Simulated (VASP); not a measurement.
# MgO (P-6m2) in VASP: notebook

Runs on MgO. Level: PBEsol. Tasks: single point.

All numbers are computed with VASP 6.6.1; they aren't measurements. Logs are shortened: lines on timing, memory, paths and dates and some standing lists are left out, and cuts for length are marked.

## 1. The cell of the first run

It takes space group P-6m2 (No. 187, hexagonal). Conventional cell: a = 3.323 Å, b = 3.323 Å, c = 2.680 Å, α = 90.00°, β = 90.00°, γ = 120.00°. Within 3.1 Å of Mg (site symmetry -6m2) lie 6 O at 2.34 Å and 2 Mg at 2.68 Å. Within 3.1 Å of O (site symmetry -6m2) lie 6 Mg at 2.34 Å and 2 O at 2.68 Å.

## 2. Single point, PBEsol (strain +0.1312 x Voigt [1, 1, 0, 0, 0, 0])

Contents of INCAR:

```
PREC = Accurate
ENCUT = 520
EDIFF = 1E-6
ISMEAR = 0
SIGMA = 0.05
LREAL = F
LASPH = T
NELM = 100
ALGO = Normal
ISIF = 2
LWAVE = F
LCHARG = F
GGA = PS
NBANDS = 11
```

Contents of KPOINTS:

```
Automatic mesh
0
Gamma
  9 9 8
```

Contents of POSCAR:

```
MgO
1.0
    3.3234892459      0.0000000000      0.0000000000
   -1.6617446230      2.8782261162      0.0000000000
    0.0000000000      0.0000000000      2.6796800000
Mg O
1 1
Direct
    0.0000000000      0.0000000000      0.0000000000
    0.3333333333      0.6666666667      0.5000000000
```

Potentials or basis: VASP PAW PBE potentials, release 64 (Mg, O).

Launch:

```sh
$ cat potpaw_PBE.64/Mg/POTCAR potpaw_PBE.64/O/POTCAR > POTCAR
$ mpirun -np 1 vasp_std > vasp.out
```

OUTCAR:

```text
PREC = Accurate
   ENCUT = 520
   EDIFF = 1E-6
   ISMEAR = 0
   LREAL = F
   LASPH = T
   NELM = 100
   ISIF = 2
   GGA = PS

 ion  position               nearest neighbor table
   1  0.000  0.000  0.000-   2 2.34   2 2.34   2 2.34   2 2.34   2 2.34   2 2.34
   2  0.333  0.667  0.500-   1 2.34   1 2.34   1 2.34   1 2.34   1 2.34   1 2.34

  LATTYP: Found a hexagonal cell.
 ALAT       =     3.3234892459
 C/A-ratio  =     0.8062851424

  Lattice vectors:

 A1 = (   3.3234892459,   0.0000000000,   0.0000000000)
 A2 = (  -1.6617446230,   2.8782261162,   0.0000000000)
 A3 = (   0.0000000000,   0.0000000000,   2.6796800000)

Analysis of symmetry for initial positions (statically):
=====================================================================
 Subroutine PRICEL returns:
 Original cell was already a primitive cell.

 Routine SETGRP: Setting up the symmetry group for a
 hexagonal supercell.

 Subroutine GETGRP returns: Found 12 space group operations
 (whereof 12 operations were pure point group operations)
 out of a pool of 24 trial point group operations.

The static configuration has the point symmetry D_3h.

Analysis of symmetry for dynamics (positions and initial velocities):
=====================================================================
 Subroutine PRICEL returns:
 Original cell was already a primitive cell.

 Routine SETGRP: Setting up the symmetry group for a
 hexagonal supercell.

 Subroutine GETGRP returns: Found 12 space group operations
 (whereof 12 operations were pure point group operations)
 out of a pool of 24 trial point group operations.

The dynamic configuration has the point symmetry D_3h.

 Subroutine INISYM returns: Found 12 space group operations
 (whereof 12 operations are pure point group operations),
 and found     1 'primitive' translations

----------------------------------------------------------------------------------------

                                     Primitive cell

  volume of cell :      25.6332

  direct lattice vectors                    reciprocal lattice vectors
     3.323489246  0.000000000  0.000000000     0.300888592  0.173718110  0.000000000
    -1.661744623  2.878226116  0.000000000     0.000000000  0.347436219  0.000000000
     0.000000000  0.000000000  2.679680000     0.000000000  0.000000000  0.373178887

  length of vectors
     3.323489246  3.323489246  2.679680000     0.347436219  0.347436219  0.373178887

  position of ions in fractional coordinates (direct lattice)
     0.000000000  0.000000000  0.000000000
     0.333333333  0.666666667  0.500000000

  ion indices of the primitive-cell ions
   primitive index   ion index
                 1           1
                 2           2

----------------------------------------------------------------------------------------

 KPOINTS: Automatic mesh

Automatic generation of k-mesh.
 Grid dimensions read from file:
 generate k-points for:    9    9    8

 Generating k-lattice:

  Cartesian coordinates                     Fractional coordinates (reciprocal lattice)
     0.033432066  0.019302012  0.000000000     0.111111111  0.000000000  0.000000000
     0.000000000  0.038604024  0.000000000     0.000000000  0.111111111  0.000000000
     0.000000000  0.000000000  0.046647361     0.000000000  0.000000000  0.125000000

  Length of vectors
     0.038604024  0.038604024  0.046647361

  Shift w.r.t. Gamma in fractional coordinates (k-lattice)
     0.000000000  0.000000000  0.000000000

 Subroutine IBZKPT returns following result:
 ===========================================

 Found     60 irreducible k-points:

 Following reciprocal coordinates:
            Coordinates               Weight
  0.000000  0.000000  0.000000      1.000000
  0.111111  0.000000  0.000000      6.000000
  0.222222  0.000000  0.000000      6.000000
  0.333333  0.000000  0.000000      6.000000
  0.444444  0.000000  0.000000      6.000000
  0.111111  0.111111  0.000000      6.000000
[... 16 lines left out ...]
  0.333333  0.222222  0.125000     24.000000
  0.333333  0.333333  0.125000      4.000000
 [... further k-points ...]
   k-points           NKPTS =     60   k-points in BZ     NKDIM =     60   number of bands    NBANDS=     11
   number of dos      NEDOS =    301   number of ions     NIONS =      2
   total plane-waves  NPLWV =  15680
   dimension x,y,z NGX =    28 NGY =   28 NGZ =   20
   dimension x,y,z NGXF=    56 NGYF=   56 NGZF=   40
   ions per type =               1   1
   NGX,Y,Z   is equivalent  to a cutoff of  14.01, 14.01, 12.41 a.u.
   NGXF,Y,Z  is equivalent  to a cutoff of  28.01, 28.01, 24.82 a.u.
 SYSTEM =  unknown system
   PREC   = accura    normal or accurate (medium, high low for compatibility)
   ISTART =      0    job   : 0-new  1-cont  2-samecut
   ICHARG =      2    charge: 1-file 2-atom 10-const
   ISPIN  =      1    spin polarized calculation?
   LNONCOLLINEAR =      F non collinear calculations
   LSORBIT =      F    spin-orbit coupling
   LASPH  =      T    aspherical Exc in radial PAW
   ENCUT  =  520.0 eV  38.22 Ry    6.18 a.u.   6.18  6.18  4.98*2*pi/ulx,y,z
   NELM   =    100;   NELMIN=  2; NELMDL= -5     # of ELM steps
   EDIFF  = 0.1E-05   stopping-criterion for ELM
   LREAL  =      F    real-space projection
   EDIFFG = 0.1E-04   stopping-criterion for IOM
   NSW    =      0    number of steps for IOM
   IBRION =     -1    ionic relax: 0-MD 1-quasi-New 2-CG
   NFREE  =      0    steps in history (QN), initial steepest desc. (CG)
   ISIF   =      2    stress and relaxation
   ISYM   =      2    0-nonsym 1-usesym 2-fastsym
   POTIM  = 0.5000    time-step for ionic-motion
   TEBEG  =    0.0;   TEEND  =   0.0 temperature during run
   PSTRESS=    0.0 pullay stress
   NELECT =       8.0000    total number of electrons
   NUPDOWN=      -1.0000    fix difference up-down
   EMIN   =  10.00;   EMAX   =-10.00  energy-range for DOS
   EFERMI =   0.00;   METHOD = LEGACY
   ISMEAR =     0;   SIGMA  =   0.05  broadening in eV -4-tet -1-fermi 0-gaus
   EFERMI_NEDOS =   21; number of points for ismear=-14 and -15
   IALGO  =     38    algorithm
   IMIX   =      4    mixing-type and parameters
     AMIX     =   0.40;   BMIX     =  1.00
     AMIX_MAG =   1.60;   BMIX_MAG =  1.00
  volume/ion in A,a.u.               =      12.82        86.49
  Fermi-wavevector in a.u.,A,eV,Ry     =   1.110463  2.098471 16.777728  1.233128
  Thomas-Fermi vector in A             =   2.247015
   LORBIT       =      0    0 simple, 1 ext, 2 COOP (PROOUT), +10 PAW based schemes
   GGA     = PS    functional components
   LHFCALC =     F    Hartree Fock is set to
   AEXX    =    0.0000 exact exchange contribution
   IVDW    =     0    specifies the selected vdW correction
   LEPSILON=     F    determine dielectric tensor
   LRPA    =     F    only Hartree local field effects (RPA)
 non-spin polarized calculation
 Gauss-broadening in eV      SIGMA  =   0.05
  energy-cutoff  :      520.00
  volume of cell :       25.63
 maximum number of plane-waves:       718
 NGX is ok and might be reduce to    28
   NGX = 13   NGY = 13   NGZ =  9

 number of electron       7.9999997 magnetization

 Free energy of the ion-electron system (eV)
  ---------------------------------------------------
  ext. energy  EPLUGINS =         0.00000000
  ---------------------------------------------------
  free energy    TOTEN  =       -11.04048444 eV

  energy without entropy =      -11.04048444  energy(sigma->0) =      -11.04048444

 E-fermi :   2.5591     XC(G=0):  -9.8360

 val. band max:        2.3472453997   @ k =   0.3333   0.3333   0.0000
 cond. band min:       2.8443839704   @ k =   0.0000   0.0000   0.0000
 fundamental gap:      0.4971385707
 Fermi energy:         2.5590616365

 k-point     1 :       0.0000    0.0000    0.0000
  band No.  band energies     occupation
      1     -14.7572      2.00000
      2       0.6460      2.00000
      3       0.6460      2.00000
      4       2.1623      2.00000
      5       2.8444      0.00000
      6      12.9910      0.00000
      7      13.4940      0.00000
      8      13.4940      0.00000
      9      18.1564      0.00000
     10      20.5211      0.00000
     11      20.5211      0.00000

 k-point     2 :       0.1111    0.0000    0.0000
  band No.  band energies     occupation
      1     -14.7018      2.00000
      2      -0.0599      2.00000
      3       0.5784      2.00000
      4       2.1809      2.00000
      5       3.6355      0.00000
      6      11.6086      0.00000
      7      13.7304      0.00000
      8      14.4054      0.00000
      9      18.6285      0.00000
     10      20.6819      0.00000
     11      20.9510      0.00000

 k-point     3 :       0.2222    0.0000    0.0000
  band No.  band energies     occupation
      1     -14.5567      2.00000
      2      -1.1446      2.00000
      3       0.4140      2.00000
      4       2.2287      2.00000
      5       4.9380      0.00000
      6      10.1599      0.00000
      7      14.3151      0.00000
      8      14.8636      0.00000
      9      18.9400      0.00000
     10      20.8842      0.00000
     11      21.2456      0.00000

 k-point     4 :       0.3333    0.0000    0.0000
  band No.  band energies     occupation
      1     -14.3833      2.00000
      2      -2.0192      2.00000
      3       0.2380      2.00000
      4       2.2840      2.00000
      5       6.0036      0.00000
      6       9.3103      0.00000
      7      14.6157      0.00000
      8      14.9392      0.00000
      9      19.6262      0.00000
     10      20.6526      0.00000
     11      22.3989      0.00000
[... 239 lines left out ...]
 k-point    22 :       0.2222    0.2222    0.1250
  band No.  band energies     occupation
      1     -14.2025      2.00000
      2      -1.8337      2.00000
      3      -0.3168      2.00000
      4       1.6178      2.00000
      5       7.3354      0.00000
      6       9.2006      0.00000
      7      13.4210      0.00000
      8      15.8409      0.00000
      9      18.8018      0.00000
     10      19.2091      0.00000
     11      22.9354      0.00000

 k-point    23 :       0.3333    0.2222    0.1250
  band No.  band energies     occupation
      1     -14.1155      2.00000
      2      -1.9564      2.00000
      3      -0.7435      2.00000
      4       1.6821      2.00000
      5       8.0926      0.00000
      6       9.0996      0.00000
      7      12.6480      0.00000
      8      16.4488      0.00000
      9      18.2658      0.00000
     10      20.1155      0.00000
     11      22.5734      0.00000

 k-point    24 :       0.3333    0.3333    0.1250
  band No.  band energies     occupation
      1     -14.0856      2.00000
      2      -1.6279      2.00000
      3      -1.3263      2.00000
      4       1.7056      2.00000
      5       8.5466      0.00000
      6       9.2931      0.00000
      7      11.9474      0.00000
      8      16.7992      0.00000
      9      18.5450      0.00000
     10      19.7756      0.00000
     11      22.2963      0.00000

 [... further k-points ...]

------------------------ aborting loop because EDIFF is reached ----------------------------------------

  FORCE on cell =-STRESS in cart. coord.  units (eV):
  Direction    XX          YY          ZZ          XY          YZ          ZX
  --------------------------------------------------------------------------------------
  -------------------------------------------------------------------------------------
  Total       -5.3902755     -5.3902755      0.8235588      0.0000000     -0.0000000      0.0000000
  in kB     -336.9142845   -336.9142845     51.4757974      0.0000000     -0.0000000      0.0000000
  external PRESSURE =    -207.4509238 kB  Pullay stress =       0.0000000 kB

 VOLUME and BASIS-vectors are now :
 -----------------------------------------------------------------------------
  energy-cutoff  :      520.00
  volume of cell :       25.63
      direct lattice vectors                 reciprocal lattice vectors
     3.323489246  0.000000000  0.000000000     0.300888592  0.173718110  0.000000000
    -1.661744623  2.878226116  0.000000000     0.000000000  0.347436219  0.000000000
     0.000000000  0.000000000  2.679680000     0.000000000  0.000000000  0.373178887

 POSITION                                       TOTAL-FORCE (eV/Angst)
 -----------------------------------------------------------------------------------
      0.00000      0.00000      0.00000        -0.000000      0.000000      0.000000
     -0.00000      1.91882      1.33984         0.000000     -0.000000      0.000000
 -----------------------------------------------------------------------------------
    total drift:                               -0.000000      0.000000     -0.000000

  FREE ENERGIE OF THE ION-ELECTRON SYSTEM (eV)
  ---------------------------------------------------
  free  energy   TOTEN  =       -11.0404844449 eV

  energy  without entropy=      -11.0404844449  energy(sigma->0) =      -11.04048444
```

Wall time 9.2 s (1 thread of Intel Xeon 6975P-C (Granite Rapids), shared host); peak memory 0.14 GiB.

What came out:

| Property | Result |
| --- | --- |
| Free energy | -11.0405 eV |
| Pressure | -20.7 GPa |
| Band gap on the k mesh | 0.50 eV, indirect (least direct gap 0.68 eV) |

Stress tensor (GPa, compression positive):
```
-33.69   0.00   0.00
  0.00 -33.69   0.00
  0.00   0.00   5.15
```

Caveat: the cell differs from its parent crystal (strain +0.1312 x Voigt [1, 1, 0, 0, 0, 0]); the PAW data sets were made with another functional, which shifts forces and pressure a little. A k mesh can miss the band edges.

## 3. Single point, PBEsol (strain +0.1500 x Voigt [1, 1, 0, 0, 0, 0])

Contents of INCAR:

```
SYSTEM = MgO
PREC     = Accurate       ! precision mode
ENCUT    = 520            ! plane-wave cutoff, eV
EDIFF    = 1E-6           ! SCF threshold, eV
ISMEAR   = 0              ! smearing method
SIGMA    = 0.05           ! smearing width, eV
LREAL    = .False.        ! projectors in reciprocal space
LASPH    = .True.         ! aspherical terms in the spheres
NELM     = 100            ! most SCF steps
ALGO     = Normal         ! electronic algorithm
ISIF     = 2              ! what is computed and relaxed
LWAVE    = .False.        ! write WAVECAR
LCHARG   = .False.        ! write CHGCAR
GGA      = PS             ! functional
NBANDS   = 11             ! bands
```

Contents of KPOINTS:

```
Automatic mesh
0
Gamma
  9 9 8
  0 0 0
```

Contents of POSCAR:

```
MgO
1.0
    3.3787240389      0.0000000000      0.0000000000
   -1.6893620195      2.9260608501      0.0000000000
    0.0000000000      0.0000000000      2.6796800000
Mg O
1 1
Direct
    0.0000000000      0.0000000000      0.0000000000
    0.3333333333      0.6666666667      0.5000000000
```

Potentials or basis: VASP PAW PBE potentials, release 64 (Mg, O).

Launch:

```sh
$ cat potpaw_PBE.64/Mg/POTCAR potpaw_PBE.64/O/POTCAR > POTCAR
$ mpirun -np 1 vasp_std > vasp.out
```

Run time: 9.4 s. Hardware: 1 thread of Intel Xeon 6975P-C (Granite Rapids), shared host; peak memory 0.15 GiB.

The run converged. Its results:

| Quantity | Value |
| --- | --- |
| Free energy | -10.8558 eV |
| Pressure | -21.5 GPa |
| Band gap on the k mesh | 0.20 eV, indirect (least direct gap 0.36 eV) |

Stress tensor (GPa, compression positive):
```
-35.41   0.00   0.00
  0.00 -35.41   0.00
  0.00   0.00   6.39
```

Levels at points of the mesh, in eV from the valence-band top:
| k point | band 2 | band 3 | band 4 | band 5 | band 6 | band 7 |
| --- | --- | --- | --- | --- | --- | --- |
| (0.00, 0.00, 0.00) | -1.81 | -1.81 | -0.16 | 0.20 | 10.45 | 10.63 |
| (0.00, 0.00, 0.50) | -4.69 | -1.15 | -1.15 | 4.60 | 6.71 | 14.14 |

Caveat: the cell differs from its parent crystal (strain +0.1500 x Voigt [1, 1, 0, 0, 0, 0]); the PAW data sets were made with another functional, which shifts forces and pressure a little. A k mesh can miss the band edges.
